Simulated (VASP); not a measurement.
# Mg12HC in VASP: notebook

Mg12HC is run at these levels: PBE; tasks: single point.

All numbers are computed with VASP 6.6.1; they aren't measurements. Logs are shortened: lines on timing, memory, paths and dates and some standing lists are left out, and cuts for length are marked.

### 1 The cell of the first run

The cell holds a slab with vacuum, 14 atoms: a = 6.420 Å, b = 6.420 Å, c = 17.213 Å, α = 90.00°, β = 90.00°, γ = 60.00°.

### 2 Single point, PBE

INCAR reads:

```
SYSTEM = Mg12HC
ALGO = Normal ; EDIFF = 1E-6
ENCUT = 520 ; GGA = PE
ISIF = 2 ; ISMEAR = 0
LASPH = .True. ; LCHARG = .False.
LREAL = .False. ; LWAVE = .False.
NBANDS = 28 ; NELM = 100
PREC = Accurate ; SIGMA = 0.1
```

KPOINTS reads:

```
k-points
0
Gamma
  3 3 1
  0 0 0
```

POSCAR reads:

```
Mg12HC
1.0
    6.4200000000      0.0000000000      0.0000000000
    3.2100000000      5.5598830000      0.0000000000
    0.0000000000      0.0000000000     17.2130400000
Mg C H
12 1 1
Direct
    0.0000000000      0.0000000000      0.0580955000
    0.5000000000      0.0000000000      0.0580955000
    0.0000000000      0.5000000000      0.0580955000
    0.5000000000      0.5000000000      0.0580955000
   -0.1687689382      0.3288687056      0.2506372820
    0.3290391113      0.3287847212      0.2135727844
   -0.1695197559      0.8307782623      0.2156799020
    0.3287367583      0.8311525528      0.2506280270
    0.1286634143      0.1275851975      0.4177585846
    0.6079232120      0.0495339717      0.3763306717
    0.0494589169      0.6081593832      0.3763129150
    0.5295856200      0.5296398191      0.4172974524
    0.3289113472      0.3290367453      0.4406164484
    0.3297090132      0.3298009555      0.5051591211
```

Potentials or basis: VASP PAW PBE potentials, release 64 (Mg, C, H).

Run with:

```
$ cat potpaw_PBE.64/Mg/POTCAR potpaw_PBE.64/C/POTCAR potpaw_PBE.64/H/POTCAR > POTCAR
$ mpirun -np 1 vasp_std > vasp.out
```

OUTCAR:

```text
SYSTEM = Mg12HC
   EDIFF = 1E-6
   ENCUT = 520
   GGA = PE
   ISIF = 2
   ISMEAR = 0
   LASPH = .True.
   LREAL = .False.
   NELM = 100
   PREC = Accurate

 ion  position               nearest neighbor table
   1  0.000  0.000  0.058-   3 3.21   3 3.21   4 3.21   4 3.21   2 3.21   2 3.21   7 3.30
   2  0.500  0.000  0.058-   4 3.21   3 3.21   4 3.21   3 3.21   1 3.21   1 3.21   6 3.24   7 3.28

   3  0.000  0.500  0.058-   1 3.21   1 3.21   2 3.21   2 3.21   4 3.21   4 3.21   6 3.24   7 3.28

   4  0.500  0.500  0.058-   2 3.21   1 3.21   2 3.21   1 3.21   3 3.21   3 3.21   6 3.28
   5  0.831  0.329  0.251-   8 3.19   8 3.23   7 3.26   6 3.26   7 3.28   6 3.29   9 3.34  12 3.34
                            11 3.52  10 3.54
   6  0.329  0.329  0.214-   7 3.21   7 3.21   2 3.24   3 3.24   5 3.26   8 3.26   4 3.28   8 3.29
                             5 3.29  10 3.33  11 3.33
   7  0.830  0.831  0.216-  10 3.11  11 3.11   6 3.21   6 3.21   8 3.26   5 3.26   5 3.28   8 3.28
                             2 3.28   3 3.28   1 3.30
   8  0.329  0.831  0.251-   5 3.19   5 3.23   7 3.26   6 3.26   7 3.28   6 3.29   9 3.33  12 3.34
                            10 3.52  11 3.54
   9  0.129  0.128  0.418-  13 2.27  10 2.95  11 2.95   8 3.33   5 3.34  12 3.39  12 3.40
  10  0.608  0.050  0.376-  13 2.11  11 2.83   9 2.95  12 2.95   7 3.11   6 3.33   8 3.52   5 3.54
                            11 3.59
  11  0.049  0.608  0.376-  13 2.11  10 2.83  12 2.95   9 2.95   7 3.11   6 3.33   5 3.52   8 3.54
                            10 3.59
  12  0.530  0.530  0.417-  13 2.27  11 2.95  10 2.95   8 3.34   5 3.34   9 3.39   9 3.40
  13  0.329  0.329  0.441-  14 1.11  10 2.11  11 2.11  12 2.27   9 2.27
  14  0.330  0.330  0.505-  13 1.11

  LATTYP: Found a hexagonal cell.
 ALAT       =     6.4199999201
 C/A-ratio  =     2.6811589119

  Lattice vectors:

 A1 = (  -3.2100000000,  -5.5598830000,   0.0000000000)
 A2 = (   6.4200000000,   0.0000000000,   0.0000000000)
 A3 = (   0.0000000000,   0.0000000000,  17.2130400000)

Analysis of symmetry for initial positions (statically):
=====================================================================
 Subroutine PRICEL returns:
 Original cell was already a primitive cell.

 Routine SETGRP: Setting up the symmetry group for a
 hexagonal supercell.

 Subroutine GETGRP returns: Found  1 space group operations
 (whereof  1 operations were pure point group operations)
 out of a pool of 24 trial point group operations.

The static configuration has the point symmetry C_1 .

Analysis of symmetry for dynamics (positions and initial velocities):
=====================================================================
 Subroutine PRICEL returns:
 Original cell was already a primitive cell.

 Routine SETGRP: Setting up the symmetry group for a
 hexagonal supercell.

 Subroutine GETGRP returns: Found  1 space group operations
 (whereof  1 operations were pure point group operations)
 out of a pool of 24 trial point group operations.

The dynamic configuration has the point symmetry C_1 .

 Subroutine INISYM returns: Found  1 space group operations
 (whereof  1 operations are pure point group operations),
 and found     1 'primitive' translations

----------------------------------------------------------------------------------------

                                     Primitive cell

  volume of cell :     614.4100

  direct lattice vectors                    reciprocal lattice vectors
     6.420000000  0.000000000  0.000000000     0.155763240 -0.089929950  0.000000000
     3.210000000  5.559883000  0.000000000     0.000000000  0.179859900  0.000000000
     0.000000000  0.000000000 17.213040000     0.000000000  0.000000000  0.058095490

  length of vectors
     6.420000000  6.419999920 17.213040000     0.179859898  0.179859900  0.058095490

  position of ions in fractional coordinates (direct lattice)
     0.000000000  0.000000000  0.058095500
     0.500000000  0.000000000  0.058095500
     1.000000000  0.500000000  0.058095500
     0.500000000  0.500000000  0.058095500
[... 29 lines left out ...]

 KPOINTS: k-points

Automatic generation of k-mesh.
 Grid dimensions read from file:
 generate k-points for:    3    3    1

 Generating k-lattice:

  Cartesian coordinates                     Fractional coordinates (reciprocal lattice)
     0.051921080 -0.029976650  0.000000000     0.333333333  0.000000000  0.000000000
     0.000000000  0.059953300  0.000000000     0.000000000  0.333333333  0.000000000
     0.000000000  0.000000000  0.058095490     0.000000000  0.000000000  1.000000000

  Length of vectors
     0.059953299  0.059953300  0.058095490

  Shift w.r.t. Gamma in fractional coordinates (k-lattice)
     0.000000000  0.000000000  0.000000000

 Subroutine IBZKPT returns following result:
 ===========================================

 Found      5 irreducible k-points:

 Following reciprocal coordinates:
            Coordinates               Weight
  0.000000  0.000000  0.000000      1.000000
  0.333333  0.000000  0.000000      2.000000
  0.333333  0.333333  0.000000      2.000000
  0.000000  0.333333  0.000000      2.000000
 -0.333333  0.333333  0.000000      2.000000
   k-points           NKPTS =      5   k-points in BZ     NKDIM =      5   number of bands    NBANDS=     28
   number of dos      NEDOS =    301   number of ions     NIONS =     14
   total plane-waves  NPLWV = 294912
   dimension x,y,z NGX =    48 NGY =   48 NGZ =  128
   dimension x,y,z NGXF=    96 NGYF=   96 NGZF=  256
   ions per type =              12   1   1
   NGX,Y,Z   is equivalent  to a cutoff of  12.43, 12.43, 12.36 a.u.
   NGXF,Y,Z  is equivalent  to a cutoff of  24.86, 24.86, 24.72 a.u.
 SYSTEM =  Mg12HC
   PREC   = accura    normal or accurate (medium, high low for compatibility)
   ISTART =      0    job   : 0-new  1-cont  2-samecut
   ICHARG =      2    charge: 1-file 2-atom 10-const
   ISPIN  =      1    spin polarized calculation?
   LNONCOLLINEAR =      F non collinear calculations
   LSORBIT =      F    spin-orbit coupling
   LASPH  =      T    aspherical Exc in radial PAW
   ENCUT  =  520.0 eV  38.22 Ry    6.18 a.u.  11.94 11.94 32.00*2*pi/ulx,y,z
   NELM   =    100;   NELMIN=  2; NELMDL= -5     # of ELM steps
   EDIFF  = 0.1E-05   stopping-criterion for ELM
   LREAL  =      F    real-space projection
   EDIFFG = 0.1E-04   stopping-criterion for IOM
   NSW    =      0    number of steps for IOM
   IBRION =     -1    ionic relax: 0-MD 1-quasi-New 2-CG
   NFREE  =      0    steps in history (QN), initial steepest desc. (CG)
   ISIF   =      2    stress and relaxation
   ISYM   =      2    0-nonsym 1-usesym 2-fastsym
   POTIM  = 0.5000    time-step for ionic-motion
   TEBEG  =    0.0;   TEEND  =   0.0 temperature during run
   PSTRESS=    0.0 pullay stress
   NELECT =      29.0000    total number of electrons
   NUPDOWN=      -1.0000    fix difference up-down
   EMIN   =  10.00;   EMAX   =-10.00  energy-range for DOS
   EFERMI =   0.00;   METHOD = LEGACY
   ISMEAR =     0;   SIGMA  =   0.10  broadening in eV -4-tet -1-fermi 0-gaus
   EFERMI_NEDOS =   21; number of points for ismear=-14 and -15
   IALGO  =     38    algorithm
   IMIX   =      4    mixing-type and parameters
     AMIX     =   0.40;   BMIX     =  1.00
     AMIX_MAG =   1.60;   BMIX_MAG =  1.00
  volume/ion in A,a.u.               =      43.89       296.16
  Fermi-wavevector in a.u.,A,eV,Ry     =   0.591636  1.118030  4.762494  0.350033
  Thomas-Fermi vector in A             =   1.640141
   LORBIT       =      0    0 simple, 1 ext, 2 COOP (PROOUT), +10 PAW based schemes
   GGA     = PE    functional components
   LHFCALC =     F    Hartree Fock is set to
   AEXX    =    0.0000 exact exchange contribution
   IVDW    =     0    specifies the selected vdW correction
   LEPSILON=     F    determine dielectric tensor
   LRPA    =     F    only Hartree local field effects (RPA)
 non-spin polarized calculation
 Gauss-broadening in eV      SIGMA  =   0.10
  energy-cutoff  :      520.00
  volume of cell :      614.41
 maximum number of plane-waves:     16578
   NGX = 23   NGY = 23   NGZ = 65

 number of electron      29.0000000 magnetization

 Free energy of the ion-electron system (eV)
  ---------------------------------------------------
  ext. energy  EPLUGINS =         0.00000000
  ---------------------------------------------------
  free energy    TOTEN  =       -26.60203111 eV

  energy without entropy =      -26.56916133  energy(sigma->0) =      -26.58559622

 E-fermi :  -0.6997     XC(G=0):  -5.1056

 val. band max:       -0.7375548717   @ k =   0.3333   0.0000   0.0000
 cond. band min:      -0.5865750139   @ k =   0.0000   0.0000   0.0000
 fundamental gap:      0.1509798579
 Fermi energy:        -0.6997248548

 k-point     1 :       0.0000    0.0000    0.0000
  band No.  band energies     occupation
      1     -11.3215      2.00000
      2      -6.7401      2.00000
      3      -5.7280      2.00000
      4      -4.5050      2.00000
      5      -3.3796      2.00000
      6      -3.2430      2.00000
[... 134 lines left out ...]
     25       2.5634      0.00000
     26       2.8073      0.00000
 [bands above 26 left out]

------------------------ aborting loop because EDIFF is reached ----------------------------------------

  FORCE on cell =-STRESS in cart. coord.  units (eV):
  Direction    XX          YY          ZZ          XY          YZ          ZX
  --------------------------------------------------------------------------------------
  -------------------------------------------------------------------------------------
  Total       -8.0566177     -5.2711161     -0.1065785     -2.4203985      0.0039012     -0.0074016
  in kB      -21.0089855    -13.7453216     -0.2779213     -6.3115962      0.0101729     -0.0193010
  external PRESSURE =     -11.6774095 kB  Pullay stress =       0.0000000 kB

 VOLUME and BASIS-vectors are now :
 -----------------------------------------------------------------------------
  energy-cutoff  :      520.00
  volume of cell :      614.41
      direct lattice vectors                 reciprocal lattice vectors
     6.420000000  0.000000000  0.000000000     0.155763240 -0.089929950  0.000000000
     3.210000000  5.559883000  0.000000000     0.000000000  0.179859900  0.000000000
     0.000000000  0.000000000 17.213040000     0.000000000  0.000000000  0.058095490

 POSITION                                       TOTAL-FORCE (eV/Angst)
 -----------------------------------------------------------------------------------
      0.00000      0.00000      1.00000         0.041718      0.024614      0.059717
      3.21000      0.00000      1.00000        -0.038444     -0.086158     -0.047314
      1.60500      2.77994      1.00000        -0.093968      0.009682     -0.046804
      4.81500      2.77994      1.00000         0.092737      0.053075      0.059000
      6.39217      1.82847      4.31423        -0.006876      0.002019      0.000361
      3.16783      1.82800      3.67624         0.007343      0.007494     -0.005586
      7.99848      4.61903      3.71251        -0.001823     -0.004238     -0.003534
      4.77849      4.62111      4.31407        -0.000515     -0.007006     -0.000863
      1.23557      0.70936      7.19090         0.002913      0.011361     -0.011850
      4.06187      0.27540      6.47779         0.003014     -0.008873     -0.007316
      2.26972      3.38130      6.47749        -0.008345     -0.002383     -0.003937
      5.10008      2.94474      7.18296         0.005504      0.002527     -0.002602
      3.16782      1.82941      7.58435        -0.002974     -0.002779     -0.000757
      3.17539      1.83365      8.69532        -0.000285      0.000665      0.011486
 -----------------------------------------------------------------------------------
    total drift:                                0.000060      0.000036      0.000510

  FREE ENERGIE OF THE ION-ELECTRON SYSTEM (eV)
  ---------------------------------------------------
  free  energy   TOTEN  =       -26.6020311069 eV

  energy  without entropy=      -26.5691613262  energy(sigma->0) =      -26.58559622
```

Run time: 2.8 min. Hardware: 1 thread of Intel Xeon Platinum 8488C (Sapphire Rapids), shared host; peak memory 0.62 GiB.

What came out:

| Item | Value |
| --- | --- |
| Free energy | -26.6020 eV |
| Largest force | 0.122 eV/Å |
| Band gap on the k mesh | zero (an odd number of electrons rules out a gap without spin polarisation) |

Forces in eV/Å, atoms in the order of the input:
```
Mg   0.042  0.025  0.060
Mg  -0.038 -0.086 -0.047
Mg  -0.094  0.010 -0.047
Mg   0.093  0.053  0.059
Mg  -0.007  0.002  0.000
Mg   0.007  0.007 -0.006
Mg  -0.002 -0.004 -0.004
Mg  -0.001 -0.007 -0.001
Mg   0.003  0.011 -0.012
Mg   0.003 -0.009 -0.007
Mg  -0.008 -0.002 -0.004
Mg   0.006  0.003 -0.003
C   -0.003 -0.003 -0.001
H    0.000  0.001  0.011
```

Caveat: the k points lie up to 0.38 Å⁻¹ apart, too coarse for converged energies and pressures of a metal.

### 3 Single point, PBE

INCAR reads:

```
SYSTEM = Mg12HC
PREC = Accurate
ENCUT = 520
EDIFF = 1E-6
ISMEAR = 0
SIGMA = 0.1
LREAL = .False.
LASPH = .True.
NELM = 80
ALGO = Normal
ISIF = 2
LWAVE = .False.
LCHARG = .False.
GGA = PE
NBANDS = 28
```

KPOINTS reads:

```
regular mesh
0
Gamma
  3 3 1
  0 0 0
```

POSCAR reads:

```
Mg12HC
1.0
    6.4200000000      0.0000000000      0.0000000000
    3.2100000000      5.5598830000      0.0000000000
    0.0000000000      0.0000000000     17.2130400000
Mg C H
12 1 1
Direct
    0.0000000000      0.0000000000      0.0580954900
    0.5000000000      0.0000000000      0.0580954900
    0.0000000000      0.5000000100      0.0580954900
    0.5000000000      0.5000000100      0.0580954900
   -0.1698884020      0.3353802652      0.2193012468
    0.3282251503      0.3342634283      0.2447579811
   -0.1692518496      0.8330406028      0.2190852398
    0.3317431643      0.8329775695      0.2193539935
    0.0775520433      0.2123604565      0.3825856706
    0.5783185716     -0.0390437650      0.3801312457
    0.0775208619      0.7053624260      0.3824398994
    0.5790071352      0.4538924891      0.3808190221
    0.3279240652      0.3334239331      0.3752929529
    0.3274724939     -0.1664743605      0.3993921182
```

Potentials or basis: VASP PAW PBE potentials, release 64 (Mg, C, H).

Run with:

```
$ cat potpaw_PBE.64/Mg/POTCAR potpaw_PBE.64/C/POTCAR potpaw_PBE.64/H/POTCAR > POTCAR
$ mpirun -np 1 vasp_std > vasp.out
```

Wall time 2.7 min (1 thread of Intel Xeon Platinum 8488C (Sapphire Rapids), shared host); peak memory 0.62 GiB.

It converged, with:

| Property | Result |
| --- | --- |
| Free energy | -26.0788 eV |
| Largest force | 0.136 eV/Å |
| Band gap on the k mesh | zero (an odd number of electrons rules out a gap without spin polarisation) |

Forces on the atoms (eV/Å):
```
Mg  -0.064  0.037 -0.067
Mg   0.064  0.114  0.030
Mg   0.067 -0.042  0.027
Mg  -0.067 -0.116  0.028
Mg   0.000  0.002 -0.001
Mg   0.001  0.005  0.008
Mg  -0.002  0.001 -0.002
Mg   0.001 -0.002 -0.002
Mg  -0.010 -0.001 -0.003
Mg   0.006 -0.007 -0.004
Mg   0.001  0.001 -0.006
Mg   0.006  0.008 -0.008
C   -0.004 -0.002 -0.004
H   -0.001  0.002  0.005
```

Levels at points of the mesh, in eV from the Fermi level:
| k point | band 13 | band 14 | band 15 | band 16 | band 17 | band 18 |
| --- | --- | --- | --- | --- | --- | --- |
| (0.00, 0.00, 0.00) | -0.95 | -0.86 | -0.59 | -0.17 | -0.03 | 0.70 |

Caveat: the k points lie up to 0.38 Å⁻¹ apart, too coarse for converged energies and pressures of a metal.
